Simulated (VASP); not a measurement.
# GaN (Fm-3m) in VASP: further runs, part 2 of 2

VASP 6.6.1. The steps go on from the part before.

## (4) Single point, PBEsol

This run uses another cell than the first one, of 9.15 Å³/atom, 0.940 times its volume.

INCAR reads:

```
ALGO = Normal ; EDIFF = 1E-6
ENCUT = 520 ; GGA = PS
ISIF = 2 ; ISMEAR = -1
LASPH = True ; LCHARG = False
LREAL = False ; LWAVE = False
NBANDS = 16 ; NELM = 100
PREC = Accurate ; SIGMA = 0.05
```

KPOINTS reads:

```
k-points
0
Gamma
  11 11 11
```

POSCAR reads:

```
GaN
1.0
    0.0000000000      2.0916465448      2.0916465448
    2.0916465448      0.0000000000      2.0916465448
    2.0916465448      2.0916465448      0.0000000000
Ga N
1 1
Direct
    0.0000000000      0.0000000000      0.0000000000
    0.5000000000      0.5000000000      0.5000000000
```

Potentials or basis: VASP PAW PBE potentials, release 64 (Ga_d, N).

The run is started by

```console
cat potpaw_PBE.64/Ga_d/POTCAR potpaw_PBE.64/N/POTCAR > POTCAR
mpirun -np 1 vasp_std > vasp.out
```

OUTCAR:

```text
EDIFF = 1E-6
   ENCUT = 520
   GGA = PS
   ISIF = 2
   ISMEAR = -1
   LASPH = True
   LREAL = False
   NELM = 100
   PREC = Accurate

 ion  position               nearest neighbor table
   1  0.000  0.000  0.000-   2 2.09   2 2.09   2 2.09   2 2.09   2 2.09   2 2.09
   2  0.500  0.500  0.500-   1 2.09   1 2.09   1 2.09   1 2.09   1 2.09   1 2.09

  LATTYP: Found a face centered cubic cell.
 ALAT       =     4.1832930896

  Lattice vectors:

 A1 = (   0.0000000000,   2.0916465448,   2.0916465448)
 A2 = (   2.0916465448,   0.0000000000,   2.0916465448)
 A3 = (   2.0916465448,   2.0916465448,   0.0000000000)

Analysis of symmetry for initial positions (statically):
=====================================================================
 Subroutine PRICEL returns:
 Original cell was already a primitive cell.

 Routine SETGRP: Setting up the symmetry group for a
 face centered cubic supercell.

 Subroutine GETGRP returns: Found 48 space group operations
 (whereof 48 operations were pure point group operations)
 out of a pool of 48 trial point group operations.

The static configuration has the point symmetry O_h .

Analysis of symmetry for dynamics (positions and initial velocities):
=====================================================================
 Subroutine PRICEL returns:
 Original cell was already a primitive cell.

 Routine SETGRP: Setting up the symmetry group for a
 face centered cubic supercell.

 Subroutine GETGRP returns: Found 48 space group operations
 (whereof 48 operations were pure point group operations)
 out of a pool of 48 trial point group operations.

The dynamic configuration has the point symmetry O_h .

 Subroutine INISYM returns: Found 48 space group operations
 (whereof 48 operations are pure point group operations),
 and found     1 'primitive' translations

----------------------------------------------------------------------------------------

                                     Primitive cell

  volume of cell :      18.3018

  direct lattice vectors                    reciprocal lattice vectors
     0.000000000  2.091646545  2.091646545    -0.239046124  0.239046124  0.239046124
     2.091646545  0.000000000  2.091646545     0.239046124 -0.239046124  0.239046124
     2.091646545  2.091646545  0.000000000     0.239046124  0.239046124 -0.239046124

  length of vectors
     2.958034911  2.958034911  2.958034911     0.414040033  0.414040033  0.414040033

  position of ions in fractional coordinates (direct lattice)
     0.000000000  0.000000000  0.000000000
     0.500000000  0.500000000  0.500000000

  ion indices of the primitive-cell ions
   primitive index   ion index
                 1           1
                 2           2

----------------------------------------------------------------------------------------

 KPOINTS: k-points

Automatic generation of k-mesh.
 Grid dimensions read from file:
 generate k-points for:   11   11   11

 Generating k-lattice:

  Cartesian coordinates                     Fractional coordinates (reciprocal lattice)
    -0.021731466  0.021731466  0.021731466     0.090909091  0.000000000  0.000000000
     0.021731466 -0.021731466  0.021731466     0.000000000  0.090909091  0.000000000
     0.021731466  0.021731466 -0.021731466     0.000000000  0.000000000  0.090909091

  Length of vectors
     0.037640003  0.037640003  0.037640003

  Shift w.r.t. Gamma in fractional coordinates (k-lattice)
     0.000000000  0.000000000  0.000000000

 Subroutine IBZKPT returns following result:
 ===========================================

 Found     56 irreducible k-points:

 Following reciprocal coordinates:
            Coordinates               Weight
  0.000000  0.000000  0.000000      1.000000
  0.090909  0.000000  0.000000      8.000000
  0.181818  0.000000  0.000000      8.000000
  0.272727  0.000000  0.000000      8.000000
  0.363636  0.000000  0.000000      8.000000
  0.454545  0.000000  0.000000      8.000000
[... 16 lines left out ...]
 -0.272727  0.181818  0.000000     24.000000
 -0.181818  0.181818  0.000000     12.000000
 [... further k-points ...]
   k-points           NKPTS =     56   k-points in BZ     NKDIM =     56   number of bands    NBANDS=     16
   number of dos      NEDOS =    301   number of ions     NIONS =      2
   total plane-waves  NPLWV =  13824
   dimension x,y,z NGX =    24 NGY =   24 NGZ =   24
   dimension x,y,z NGXF=    48 NGYF=   48 NGZF=   48
   ions per type =               1   1
   NGX,Y,Z   is equivalent  to a cutoff of  13.49, 13.49, 13.49 a.u.
   NGXF,Y,Z  is equivalent  to a cutoff of  26.98, 26.98, 26.98 a.u.
 SYSTEM =  unknown system
   PREC   = accura    normal or accurate (medium, high low for compatibility)
   ISTART =      0    job   : 0-new  1-cont  2-samecut
   ICHARG =      2    charge: 1-file 2-atom 10-const
   ISPIN  =      1    spin polarized calculation?
   LNONCOLLINEAR =      F non collinear calculations
   LSORBIT =      F    spin-orbit coupling
   LASPH  =      T    aspherical Exc in radial PAW
   ENCUT  =  520.0 eV  38.22 Ry    6.18 a.u.   5.50  5.50  5.50*2*pi/ulx,y,z
   NELM   =    100;   NELMIN=  2; NELMDL= -5     # of ELM steps
   EDIFF  = 0.1E-05   stopping-criterion for ELM
   LREAL  =      F    real-space projection
   EDIFFG = 0.1E-04   stopping-criterion for IOM
   NSW    =      0    number of steps for IOM
   IBRION =     -1    ionic relax: 0-MD 1-quasi-New 2-CG
   NFREE  =      0    steps in history (QN), initial steepest desc. (CG)
   ISIF   =      2    stress and relaxation
   ISYM   =      2    0-nonsym 1-usesym 2-fastsym
   POTIM  = 0.5000    time-step for ionic-motion
   TEBEG  =    0.0;   TEEND  =   0.0 temperature during run
   PSTRESS=    0.0 pullay stress
   NELECT =      18.0000    total number of electrons
   NUPDOWN=      -1.0000    fix difference up-down
   EMIN   =  10.00;   EMAX   =-10.00  energy-range for DOS
   EFERMI =   0.00;   METHOD = LEGACY
   ISMEAR =    -1;   SIGMA  =   0.05  broadening in eV -4-tet -1-fermi 0-gaus
   EFERMI_NEDOS =   21; number of points for ismear=-14 and -15
   IALGO  =     38    algorithm
   IMIX   =      4    mixing-type and parameters
     AMIX     =   0.40;   BMIX     =  1.00
     AMIX_MAG =   1.60;   BMIX_MAG =  1.00
  volume/ion in A,a.u.               =       9.15        61.75
  Fermi-wavevector in a.u.,A,eV,Ry     =   1.628049  3.076566 36.062817  2.650542
  Thomas-Fermi vector in A             =   2.720743
   LORBIT       =      0    0 simple, 1 ext, 2 COOP (PROOUT), +10 PAW based schemes
   GGA     = PS    functional components
   LHFCALC =     F    Hartree Fock is set to
   AEXX    =    0.0000 exact exchange contribution
   IVDW    =     0    specifies the selected vdW correction
   LEPSILON=     F    determine dielectric tensor
   LRPA    =     F    only Hartree local field effects (RPA)
 non-spin polarized calculation
  energy-cutoff  :      520.00
  volume of cell :       18.30
 maximum number of plane-waves:       531
 NGX is ok and might be reduce to    24
   NGX = 11   NGY = 11   NGZ = 11

 number of electron      18.0000000 magnetization

 Free energy of the ion-electron system (eV)
  ---------------------------------------------------
  ext. energy  EPLUGINS =         0.00000000
  ---------------------------------------------------
  free energy    TOTEN  =       -12.24856871 eV

  energy without entropy =      -12.24856497  energy(sigma->0) =      -12.24856684

 E-fermi :   8.6346     XC(G=0): -13.4576

 val. band max:        8.1762176107   @ k =  -0.1818   0.1818   0.0000
 cond. band min:       9.0235378500   @ k =   0.4545   0.4545   0.0000
 fundamental gap:      0.8473202393
 Fermi energy:         8.6345627060

 k-point     1 :       0.0000    0.0000    0.0000
  band No.  band energies     occupation
      1      -9.4692      2.00000
      2      -5.7599      2.00000
      3      -5.7599      2.00000
      4      -5.7599      2.00000
      5      -5.6550      2.00000
      6      -5.6550      2.00000
[... 8 lines left out ...]
     15      24.3272      0.00000
     16      24.3272      0.00000

 k-point     2 :       0.0909    0.0000    0.0000
  band No.  band energies     occupation
      1      -9.3014      2.00000
      2      -5.7677      2.00000
      3      -5.7506      2.00000
      4      -5.7506      2.00000
      5      -5.6677      2.00000
      6      -5.6677      2.00000
[... 8 lines left out ...]
     15      24.2782      0.00000
     16      24.2782      0.00000
[... 387 lines left out ...]
      5      -5.6038      2.00000
      6      -5.2048      2.00000
[... 8 lines left out ...]
     15      27.4904      0.00000
     16      29.7004      0.00000

 k-point    24 :      -0.1818    0.1818    0.0000
  band No.  band energies     occupation
      1      -7.8850      2.00000
      2      -5.8422      2.00000
      3      -5.8279      2.00000
      4      -5.8074      2.00000
      5      -5.6584      2.00000
      6      -5.4421      2.00000
[... 8 lines left out ...]
     15      26.7689      0.00000
     16      28.8941      0.00000

 [... further k-points ...]
[... 5 lines left out ...]
  --------------------------------------------------------------------------------------
  -------------------------------------------------------------------------------------
  Total        0.7838378      0.7838378      0.7838378      0.0000000     -0.0000000      0.0000000
  in kB       68.6186086     68.6186086     68.6186086      0.0000000     -0.0000000      0.0000000
  external PRESSURE =      68.6186086 kB  Pullay stress =       0.0000000 kB

 VOLUME and BASIS-vectors are now :
 -----------------------------------------------------------------------------
  energy-cutoff  :      520.00
  volume of cell :       18.30
      direct lattice vectors                 reciprocal lattice vectors
     0.000000000  2.091646545  2.091646545    -0.239046124  0.239046124  0.239046124
     2.091646545  0.000000000  2.091646545     0.239046124 -0.239046124  0.239046124
     2.091646545  2.091646545  0.000000000     0.239046124  0.239046124 -0.239046124

 POSITION                                       TOTAL-FORCE (eV/Angst)
 -----------------------------------------------------------------------------------
      0.00000      0.00000      0.00000        -0.000000      0.000000     -0.000000
      2.09165      2.09165      2.09165         0.000000     -0.000000      0.000000
 -----------------------------------------------------------------------------------
    total drift:                                0.000000     -0.000000     -0.000000

  FREE ENERGIE OF THE ION-ELECTRON SYSTEM (eV)
  ---------------------------------------------------
  free  energy   TOTEN  =       -12.2485687111 eV

  energy  without entropy=      -12.2485649662  energy(sigma->0) =      -12.24856684
```

OSZICAR:

```text
N       E                     dE             d eps       ncg     rms          rms(c)
DAV:   1     0.695470318487E+02    0.69547E+02   -0.93081E+03  2112   0.211E+03
DAV:   2    -0.975749033231E+01   -0.79305E+02   -0.74098E+02  2080   0.321E+02
DAV:   3    -0.138746685033E+02   -0.41172E+01   -0.41040E+01  2080   0.615E+01
DAV:   4    -0.139099858499E+02   -0.35317E-01   -0.35314E-01  2200   0.595E+00
DAV:   5    -0.139103620007E+02   -0.37615E-03   -0.37615E-03  2080   0.567E-01    0.693E+00
DAV:   6    -0.122921562526E+02    0.16182E+01   -0.37419E+00  2640   0.408E+01    0.238E+00
DAV:   7    -0.122706226090E+02    0.21534E-01   -0.19112E-01  2088   0.442E+00    0.152E+00
DAV:   8    -0.122498574059E+02    0.20765E-01   -0.24892E-02  2208   0.171E+00    0.436E-01
DAV:   9    -0.122486298601E+02    0.12275E-02   -0.47133E-03  2152   0.155E+00    0.925E-02
DAV:  10    -0.122485694154E+02    0.60445E-04   -0.44718E-04  2224   0.255E-01    0.139E-02
DAV:  11    -0.122485679228E+02    0.14926E-05   -0.22372E-05  2088   0.477E-02    0.959E-03
DAV:  12    -0.122485687111E+02   -0.78829E-06   -0.75029E-07  1424   0.153E-02
   1 F= -.12248569E+02 E0= -.12248567E+02  d E =-.374493E-05
```

stdout:

```text
POSCAR found type information on POSCAR GaN
 POSCAR found :  2 types and       2 ions
 scaLAPACK will be used
 -----------------------------------------------------------------------------
|                                                                             |
|                                                                             |
|     You enforced a specific xc type in the INCAR file but a different       |
|     I HOPE YOU KNOW WHAT YOU ARE DOING!                                     |
|                                                                             |
 -----------------------------------------------------------------------------

 LDA part: xc-table for (Slater+PW92), standard interpolation
 POSCAR, INCAR and KPOINTS ok, starting setup
 FFT: planning ... GRIDC
 FFT: planning ... GRID_SOFT
 FFT: planning ... GRID
 WAVECAR not read
 entering main loop
```

Run time: 8.1 s. Hardware: 1 thread of Intel Xeon Platinum 8488C (Sapphire Rapids), shared host; peak memory 0.15 GiB.

Results:

| Quantity | Value |
| --- | --- |
| Free energy | -12.2486 eV |
| Pressure | 6.9 GPa |
| Band gap on the k mesh | 0.85 eV, indirect (least direct gap 3.15 eV) |

Caveat: the PAW data sets were made with another functional, which shifts forces and pressure a little.

## (5) Single point, LDA

This run uses another cell than the first one, of 9.35 Å³/atom, 0.960 times its volume.

INCAR reads:

```
SYSTEM = GaN
ALGO = Normal ; EDIFF = 1E-6
ENCUT = 520 ; GGA = CA
ISIF = 2 ; ISMEAR = -1
LASPH = .True. ; LCHARG = .False.
LREAL = .False. ; LWAVE = .False.
NBANDS = 16 ; NELM = 80
PREC = Accurate ; SIGMA = 0.05
```

KPOINTS reads:

```
k-points
0
Gamma
  11 11 11
  0 0 0
```

POSCAR reads:

```
GaN
1.0
    0.0000000000      2.1063769354      2.1063769354
    2.1063769354      0.0000000000      2.1063769354
    2.1063769354      2.1063769354      0.0000000000
Ga N
1 1
Direct
    0.0000000000      0.0000000000      0.0000000000
    0.5000000000      0.5000000000      0.5000000000
```

Potentials or basis: VASP PAW LDA potentials, release 64 (Ga_d, N).

The run is started by

```console
cat potpaw_LDA.64/Ga_d/POTCAR potpaw_LDA.64/N/POTCAR > POTCAR
mpirun -np 1 vasp_std > vasp.out
```

It took 8 s on 1 thread of Intel Xeon Platinum 8488C (Sapphire Rapids), shared host; peak memory 0.13 GiB.

The run converged. Its results:

```yaml
Free_energy: -13.0793 eV
Pressure: -4.1 GPa
Band_gap_on_the_k_mesh: 0.62 eV, indirect (least direct gap 2.96 eV)
```

Levels at points of the mesh, in eV from the valence-band top:
| k point | band 6 | band 7 | band 8 | band 9 | band 10 | band 11 | band 12 | band 13 |
| --- | --- | --- | --- | --- | --- | --- | --- | --- |
| (0.00, 0.00, 0.00) | -14.00 | -0.55 | -0.55 | -0.55 | 2.41 | 14.70 | 14.70 | 14.70 |

## (6) Overview

```tsv
level	potentials or basis	cell	k mesh	smearing	gap on the mesh (eV)	pressure (GPa)
PBE	VASP PAW PBE potentials, release 64 (Ga_d, N)	a = 3.020 Å, angles 60.0°, 2 atoms	7 × 7 × 7	fermi-dirac 0.03 eV	0.81	0.3
LDA	VASP PAW LDA potentials, release 64 (Ga_d, N)	a = 2.958 Å, angles 60.0°, 2 atoms	11 × 11 × 11	fermi-dirac 0.05 eV	0.75	1.0
PBEsol	VASP PAW PBE potentials, release 64 (Ga_d, N)	a = 2.958 Å, angles 60.0°, 2 atoms	11 × 11 × 11	fermi-dirac 0.05 eV	0.85	6.9
LDA	VASP PAW LDA potentials, release 64 (Ga_d, N)	a = 2.979 Å, angles 60.0°, 2 atoms	11 × 11 × 11	fermi-dirac 0.05 eV	0.62	-4.1
```

Alike in all rows: task single point; no spin polarisation; cutoff (eV) 520.

Caveats: the PAW data sets were made with another functional, which shifts forces and pressure a little (some runs).

Absolute energies hang on the potentials; compare differences alone.
